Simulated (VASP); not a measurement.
# BaCaF4 (P4/mmm) in VASP: single point with PBE

Aim: the single point of BaCaF4 with PBE.

Program: VASP 6.6.1. These are calculated values, not measurements. Logs are shortened: lines on timing, memory, paths and dates and some standing lists are left out, and cuts for length are marked.

## 1. The cell of the first run

Symmetry: P4/mmm, No. 123, tetragonal system. Conventional cell: a = 4.127 Å, b = 4.127 Å, c = 6.001 Å, α = 90.00°, β = 90.00°, γ = 90.00°. Within 3.3 Å of Ca (site symmetry 4/mmm) lie 8 F at 2.47 Å. F (site symmetry 2mm) has 2 Ca at 2.47 Å and 2 Ba at 2.64 Å and 6 F at 2.70 to 3.30 Å within 3.4 Å. Ba (site symmetry 4/mmm) has 8 F at 2.64 Å within 3.5 Å.

## 2. Single point, PBE

Input file INCAR:

```
  ALGO = Normal
  EDIFF = 1E-6
  ENCUT = 1350
  GGA = PE
  GGA_COMPAT = False
  ISIF = 2
  ISMEAR = -1
  LASPH = True
  LCHARG = False
  LREAL = False
  LWAVE = False
  NBANDS = 33
  NELM = 120
  PREC = Accurate
  SIGMA = 0.02
```

Input file KPOINTS:

```
k-points
0
Gamma
  6 6 4
```

Input file POSCAR:

```
BaCaF4
1.0
    4.1268790493      0.0000000000      0.0000000000
    0.0000000000      4.1268790493      0.0000000000
    0.0000000000      0.0000000000      6.0011963295
Ca F Ba
1 4 1
Direct
    0.0000000000      0.0000000000      0.0000000000
    0.0000000000      0.5000000000      0.7750914375
    0.0000000000      0.5000000000      0.2249085625
    0.5000000000      0.0000000000      0.2249085625
    0.5000000000      0.0000000000      0.7750914375
    0.5000000000      0.5000000000      0.5000000000
```

Potentials or basis: VASP PAW PBE potentials, release 64 (Ca_sv, F_h, Ba_sv).

Started as:

```console
$ cat potpaw_PBE.64/Ca_sv/POTCAR potpaw_PBE.64/F_h/POTCAR potpaw_PBE.64/Ba_sv/POTCAR > POTCAR
$ mpirun -np 1 vasp_std > vasp.out
```

OUTCAR:

```text
EDIFF = 1E-6
   ENCUT = 1350
   GGA = PE
   ISIF = 2
   ISMEAR = -1
   LASPH = True
   LREAL = False
   NELM = 120
   PREC = Accurate

 ion  position               nearest neighbor table
   1  0.000  0.000  0.000-
   2  0.000  0.500  0.775-   6 2.64   6 2.64
   3  0.000  0.500  0.225-   6 2.64   6 2.64
   4  0.500  0.000  0.225-   6 2.64   6 2.64
   5  0.500  0.000  0.775-   6 2.64   6 2.64
   6  0.500  0.500  0.500-   2 2.64   3 2.64   4 2.64   5 2.64   4 2.64   5 2.64   2 2.64   3 2.64

  LATTYP: Found a simple tetragonal cell.
 ALAT       =     4.1268790493
 C/A-ratio  =     1.4541730586

  Lattice vectors:

 A1 = (   4.1268790493,   0.0000000000,   0.0000000000)
 A2 = (   0.0000000000,   4.1268790493,   0.0000000000)
 A3 = (   0.0000000000,   0.0000000000,   6.0011963295)

Analysis of symmetry for initial positions (statically):
=====================================================================
 Subroutine PRICEL returns:
 Original cell was already a primitive cell.

 Routine SETGRP: Setting up the symmetry group for a
 simple tetragonal supercell.

 Subroutine GETGRP returns: Found 16 space group operations
 (whereof 16 operations were pure point group operations)
 out of a pool of 16 trial point group operations.

The static configuration has the point symmetry D_4h.

Analysis of symmetry for dynamics (positions and initial velocities):
=====================================================================
 Subroutine PRICEL returns:
 Original cell was already a primitive cell.

 Routine SETGRP: Setting up the symmetry group for a
 simple tetragonal supercell.

 Subroutine GETGRP returns: Found 16 space group operations
 (whereof 16 operations were pure point group operations)
 out of a pool of 16 trial point group operations.

The dynamic configuration has the point symmetry D_4h.

 Subroutine INISYM returns: Found 16 space group operations
 (whereof 16 operations are pure point group operations),
 and found     1 'primitive' translations

----------------------------------------------------------------------------------------

                                     Primitive cell

  volume of cell :     102.2072

  direct lattice vectors                    reciprocal lattice vectors
     4.126879049  0.000000000  0.000000000     0.242313862  0.000000000  0.000000000
     0.000000000  4.126879049  0.000000000     0.000000000  0.242313862  0.000000000
     0.000000000  0.000000000  6.001196329     0.000000000  0.000000000  0.166633442

  length of vectors
     4.126879049  4.126879049  6.001196329     0.242313862  0.242313862  0.166633442

  position of ions in fractional coordinates (direct lattice)
     0.000000000  0.000000000  0.000000000
     0.000000000  0.500000000  0.775091438
     0.000000000  0.500000000  0.224908562
     0.500000000  0.000000000  0.224908562
     0.500000000  0.000000000  0.775091438
     0.500000000  0.500000000  0.500000000

  ion indices of the primitive-cell ions
   primitive index   ion index
                 1           1
                 2           2
                 3           3
                 4           4
                 5           5
                 6           6

----------------------------------------------------------------------------------------

 KPOINTS: k-points

Automatic generation of k-mesh.
 Grid dimensions read from file:
 generate k-points for:    6    6    4

 Generating k-lattice:

  Cartesian coordinates                     Fractional coordinates (reciprocal lattice)
     0.040385644  0.000000000  0.000000000     0.166666667  0.000000000  0.000000000
     0.000000000  0.040385644  0.000000000     0.000000000  0.166666667  0.000000000
     0.000000000  0.000000000  0.041658360     0.000000000  0.000000000  0.250000000

  Length of vectors
     0.040385644  0.040385644  0.041658360

  Shift w.r.t. Gamma in fractional coordinates (k-lattice)
     0.000000000  0.000000000  0.000000000

 Subroutine IBZKPT returns following result:
 ===========================================

 Found     30 irreducible k-points:

 Following reciprocal coordinates:
            Coordinates               Weight
  0.000000  0.000000  0.000000      1.000000
  0.166667  0.000000  0.000000      4.000000
  0.333333  0.000000  0.000000      4.000000
  0.500000  0.000000  0.000000      2.000000
  0.166667  0.166667  0.000000      4.000000
  0.333333  0.166667  0.000000      8.000000
[... 16 lines left out ...]
  0.333333  0.000000  0.500000      4.000000
  0.500000  0.000000  0.500000      2.000000
 [... further k-points ...]
   k-points           NKPTS =     30   k-points in BZ     NKDIM =     30   number of bands    NBANDS=     33
   number of dos      NEDOS =    301   number of ions     NIONS =      6
   total plane-waves  NPLWV = 180000
   dimension x,y,z NGX =    50 NGY =   50 NGZ =   72
   dimension x,y,z NGXF=   100 NGYF=  100 NGZF=  144
   ions per type =               1   4   1
   NGX,Y,Z   is equivalent  to a cutoff of  20.14, 20.14, 19.95 a.u.
   NGXF,Y,Z  is equivalent  to a cutoff of  40.28, 40.28, 39.89 a.u.
 SYSTEM =  unknown system
   PREC   = accura    normal or accurate (medium, high low for compatibility)
   ISTART =      0    job   : 0-new  1-cont  2-samecut
   ICHARG =      2    charge: 1-file 2-atom 10-const
   ISPIN  =      1    spin polarized calculation?
   LNONCOLLINEAR =      F non collinear calculations
   LSORBIT =      F    spin-orbit coupling
   LASPH  =      T    aspherical Exc in radial PAW
   ENCUT  = 1350.0 eV  99.22 Ry    9.96 a.u.  12.36 12.36 17.98*2*pi/ulx,y,z
   NELM   =    120;   NELMIN=  2; NELMDL= -5     # of ELM steps
   EDIFF  = 0.1E-05   stopping-criterion for ELM
   LREAL  =      F    real-space projection
   EDIFFG = 0.1E-04   stopping-criterion for IOM
   NSW    =      0    number of steps for IOM
   IBRION =     -1    ionic relax: 0-MD 1-quasi-New 2-CG
   NFREE  =      0    steps in history (QN), initial steepest desc. (CG)
   ISIF   =      2    stress and relaxation
   ISYM   =      2    0-nonsym 1-usesym 2-fastsym
   POTIM  = 0.5000    time-step for ionic-motion
   TEBEG  =    0.0;   TEEND  =   0.0 temperature during run
   PSTRESS=    0.0 pullay stress
   NELECT =      48.0000    total number of electrons
   NUPDOWN=      -1.0000    fix difference up-down
   EMIN   =  10.00;   EMAX   =-10.00  energy-range for DOS
   EFERMI =   0.00;   METHOD = LEGACY
   ISMEAR =    -1;   SIGMA  =   0.02  broadening in eV -4-tet -1-fermi 0-gaus
   EFERMI_NEDOS =   21; number of points for ismear=-14 and -15
   IALGO  =     38    algorithm
   IMIX   =      4    mixing-type and parameters
     AMIX     =   0.40;   BMIX     =  1.00
     AMIX_MAG =   1.60;   BMIX_MAG =  1.00
  volume/ion in A,a.u.               =      17.03       114.95
  Fermi-wavevector in a.u.,A,eV,Ry     =   1.272511  2.404697 22.031692  1.619284
  Thomas-Fermi vector in A             =   2.405385
   LORBIT       =      0    0 simple, 1 ext, 2 COOP (PROOUT), +10 PAW based schemes
   GGA     = PE    functional components
   LHFCALC =     F    Hartree Fock is set to
   AEXX    =    0.0000 exact exchange contribution
   IVDW    =     0    specifies the selected vdW correction
   LEPSILON=     F    determine dielectric tensor
   LRPA    =     F    only Hartree local field effects (RPA)
 non-spin polarized calculation
  energy-cutoff  :     1350.00
  volume of cell :      102.21
 maximum number of plane-waves:     11564
 NGX is ok and might be reduce to    50
   NGX = 25   NGY = 25   NGZ = 35

 number of electron      47.9999997 magnetization

 Free energy of the ion-electron system (eV)
  ---------------------------------------------------
  ext. energy  EPLUGINS =         0.00000000
  ---------------------------------------------------
  free energy    TOTEN  =       -34.12930569 eV

  energy without entropy =      -34.12930569  energy(sigma->0) =      -34.12930569

 E-fermi :  -0.5974     XC(G=0):  -9.0085

 val. band max:       -1.1722300943   @ k =   0.3333   0.3333   0.5000
 cond. band min:       5.0330559561   @ k =   0.0000   0.0000   0.0000
 fundamental gap:      6.2052860504
 Fermi energy:        -0.5974416929

 k-point     1 :       0.0000    0.0000    0.0000
  band No.  band energies     occupation
      1     -37.8909      2.00000
      2     -24.3172      2.00000
      3     -20.9687      2.00000
      4     -20.5813      2.00000
      5     -20.5181      2.00000
      6     -20.3202      2.00000
[... 25 lines left out ...]
     32       9.1498      0.00000
     33       9.2513      0.00000

 k-point     2 :       0.1667    0.0000    0.0000
  band No.  band energies     occupation
      1     -37.8898      2.00000
      2     -24.2894      2.00000
      3     -20.9171      2.00000
      4     -20.6411      2.00000
      5     -20.5823      2.00000
      6     -20.3476      2.00000
[... 25 lines left out ...]
     32       8.8659      0.00000
     33       9.2676      0.00000

 k-point     3 :       0.3333    0.0000    0.0000
  band No.  band energies     occupation
      1     -37.8876      2.00000
      2     -24.2318      2.00000
      3     -20.7819      2.00000
      4     -20.7693      2.00000
      5     -20.6840      2.00000
      6     -20.4344      2.00000
[... 25 lines left out ...]
     32       8.8277      0.00000
     33       9.4054      0.00000

 k-point     4 :       0.5000    0.0000    0.0000
  band No.  band energies     occupation
      1     -37.8864      2.00000
      2     -24.2020      2.00000
      3     -20.8303      2.00000
      4     -20.7318      2.00000
      5     -20.6527      2.00000
      6     -20.5394      2.00000
[... 25 lines left out ...]
     32       8.8094      0.00000
     33       9.2195      0.00000

 k-point     5 :       0.1667    0.1667    0.0000
  band No.  band energies     occupation
      1     -37.8887      2.00000
      2     -24.2612      2.00000
      3     -20.8683      2.00000
      4     -20.6891      2.00000
      5     -20.6539      2.00000
      6     -20.3685      2.00000
[... 604 lines left out ...]
 k-point    22 :       0.1667    0.0000    0.5000
  band No.  band energies     occupation
      1     -37.8897      2.00000
      2     -24.2881      2.00000
      3     -20.8849      2.00000
      4     -20.6937      2.00000
      5     -20.5407      2.00000
      6     -20.3881      2.00000
[... 25 lines left out ...]
     32       8.5793      0.00000
     33       8.8807      0.00000

 k-point    23 :       0.3333    0.0000    0.5000
  band No.  band energies     occupation
      1     -37.8875      2.00000
      2     -24.2280      2.00000
      3     -20.9236      2.00000
      4     -20.7062      2.00000
      5     -20.6271      2.00000
      6     -20.4125      2.00000
[... 25 lines left out ...]
     32       8.7867      0.00000
     33       8.8287      0.00000

 k-point    24 :       0.5000    0.0000    0.5000
  band No.  band energies     occupation
      1     -37.8864      2.00000
      2     -24.1969      2.00000
      3     -20.9531      2.00000
      4     -20.7281      2.00000
      5     -20.6529      2.00000
      6     -20.4079      2.00000
[... 25 lines left out ...]
     32       8.8090      0.00000
     33       9.3149      0.00000

 [... further k-points ...]

------------------------ aborting loop because EDIFF is reached ----------------------------------------

  FORCE on cell =-STRESS in cart. coord.  units (eV):
  Direction    XX          YY          ZZ          XY          YZ          ZX
  --------------------------------------------------------------------------------------
  -------------------------------------------------------------------------------------
  Total        0.3833597      0.3833597      0.4513750      0.0000000      0.0000000     -0.0000000
  in kB        6.0094644      6.0094644      7.0756562      0.0000000      0.0000000     -0.0000000
  external PRESSURE =       6.3648617 kB  Pullay stress =       0.0000000 kB

 VOLUME and BASIS-vectors are now :
 -----------------------------------------------------------------------------
  energy-cutoff  :     1350.00
  volume of cell :      102.21
      direct lattice vectors                 reciprocal lattice vectors
     4.126879049  0.000000000  0.000000000     0.242313862  0.000000000  0.000000000
     0.000000000  4.126879049  0.000000000     0.000000000  0.242313862  0.000000000
     0.000000000  0.000000000  6.001196329     0.000000000  0.000000000  0.166633442

 POSITION                                       TOTAL-FORCE (eV/Angst)
 -----------------------------------------------------------------------------------
      0.00000      0.00000      0.00000        -0.000000      0.000000     -0.000000
      0.00000      2.06344      4.65148        -0.000000     -0.000000      0.069813
      0.00000      2.06344      1.34972        -0.000000     -0.000000     -0.069813
      2.06344      0.00000      1.34972         0.000000      0.000000     -0.069813
      2.06344      0.00000      4.65148        -0.000000      0.000000      0.069813
      2.06344      2.06344      3.00060        -0.000000      0.000000     -0.000000
 -----------------------------------------------------------------------------------
    total drift:                                0.000000      0.000000      0.000000

  FREE ENERGIE OF THE ION-ELECTRON SYSTEM (eV)
  ---------------------------------------------------
  free  energy   TOTEN  =       -34.1293056861 eV

  energy  without entropy=      -34.1293056861  energy(sigma->0) =      -34.12930569
```

Run time: 12 min. Hardware: 1 thread of AMD EPYC 7R43 (Zen 3), shared host; peak memory 0.65 GiB.

Results:

- Free energy: -34.1293 eV
- Pressure: 0.6 GPa
- Largest force: 0.070 eV/Å
- Band gap on the k mesh: 6.21 eV (least direct gap 6.43 eV)

Forces on the atoms (eV/Å):
```
Ca   0.000  0.000  0.000
F    0.000  0.000  0.070
F    0.000  0.000 -0.070
F    0.000  0.000 -0.070
F    0.000  0.000  0.070
Ba   0.000  0.000  0.000
```

Levels at points of the mesh, in eV from the valence-band top:
| k point | band 21 | band 22 | band 23 | band 24 | band 25 | band 26 | band 27 | band 28 |
| --- | --- | --- | --- | --- | --- | --- | --- | --- |
| (0.00, 0.00, 0.00) | -0.26 | -0.26 | -0.23 | -0.23 | 6.21 | 7.69 | 8.57 | 8.62 |
| (0.50, 0.00, 0.00) | -0.62 | -0.60 | -0.43 | -0.01 | 7.83 | 8.67 | 8.81 | 8.89 |
| (0.50, 0.50, 0.00) | -0.48 | -0.35 | -0.22 | -0.12 | 6.56 | 8.11 | 8.76 | 8.76 |
| (0.00, 0.00, 0.50) | -0.42 | -0.42 | -0.14 | -0.14 | 6.92 | 8.25 | 8.69 | 8.87 |
| (0.50, 0.00, 0.50) | -0.76 | -0.37 | -0.34 | -0.13 | 8.43 | 8.54 | 8.80 | 9.01 |
| (0.50, 0.50, 0.50) | -0.25 | -0.24 | -0.19 | -0.19 | 6.84 | 8.22 | 8.71 | 9.06 |

Caveat: spin-orbit coupling is left out, which moves the levels of the heavy elements. A k mesh can miss the band edges.
